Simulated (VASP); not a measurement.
Crystal: CdC2.

```
CELL_PARAMETERS angstrom
-1.78333 1.78333 2.95219
1.78333 -1.78333 2.95219
1.78333 1.78333 -2.95219
ATOMIC_POSITIONS crystal
Cd 0.00000 0.00000 0.00000
C 0.59789 0.59789 0.00000
C 0.40211 0.40211 0.00000
```

Base run:

* Program: VASP 6.6.1
* Functional: LDA
* Potentials or basis: VASP PAW LDA potentials, release 64 (Cd_sv_GW, C)
* Cutoff: 600 eV
* k mesh: 8 × 8 × 8
* Occupations: gaussian, width 0.1 eV
* Spin: no spin polarisation

Its results: band gap on the k mesh 0.73 eV, indirect (least direct gap 1.11 eV); pressure 18.1 GPa; largest force 11.084 eV/Å.

Question: The run is repeated on the same cell with these changes: potentials or basis from VASP PAW LDA potentials, release 64 (Cd_sv_GW, C) to VASP PAW LDA potentials, release 64 (Cd, C); cutoff from 600 eV to 520 eV; further incar settings from ALGO = Normal; EDIFF = 1e-06; NBANDS = 21 to ALGO = Normal; EDIFF = 1e-06; NBANDS = 17; valence electrons from 28 to 20. What comes out?

Answer: Band gap on the k mesh 0.73 eV, indirect (least direct gap 1.10 eV); pressure 19.4 GPa; largest force 11.080 eV/Å.

Caveats: forces of over 1 eV/Å act on the atoms, so gaps and moduli don't describe the material at rest.

A k mesh can miss the band edges.
